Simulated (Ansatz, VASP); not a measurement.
Si in VASP and in Ansatz

```
Si
1.0
     3.81951    0.00000    0.00000
     0.00000    3.81951    0.00000
     0.00000    0.00000   21.06453
Si
5
Direct
  0.00000 0.50000 0.18989
  0.00000 0.00000 0.25400
  0.50000 0.00000 0.32028
  0.50000 0.50000 0.38285
  0.62500 0.62500 0.51435
```

Alike in both runs: task single point; functional LDA; k mesh 7 × 7 × 1; occupations gaussian, width 0.05 eV; collinear spin.

|  | VASP | Ansatz |
| --- | --- | --- |
| version | VASP 6.6.1 | Ansatz 0.2.0 |
| potentials or method | VASP PAW LDA potentials, release 64 (Si), cutoff 520 eV | scalar-relativistic, plane waves, PAW |
| valence electrons in the cell | 20 | 20 |

|  | VASP | Ansatz | Ansatz less VASP |
| --- | --- | --- | --- |
| gap on the k mesh at the Fermi level (eV) | none | none | - |
| rms of the force components (eV/Å) | 0.667 | 0.665 | -0.0016 |
| net moment per atom (μB) | 0.00 | 0.00 | 0.000 |

Ansatz warns that its potentials were made for another functional, while VASP's fit it. LDA's correlation is that of Perdew and Zunger in VASP and of Perdew and Wang (1992) in Ansatz. Atom by atom the forces differ by 0.002 eV/Å (rms over components). A gap of «none» marks a metal or a gap that the smearing closes. Ansatz's warnings: seeded moment not kept.
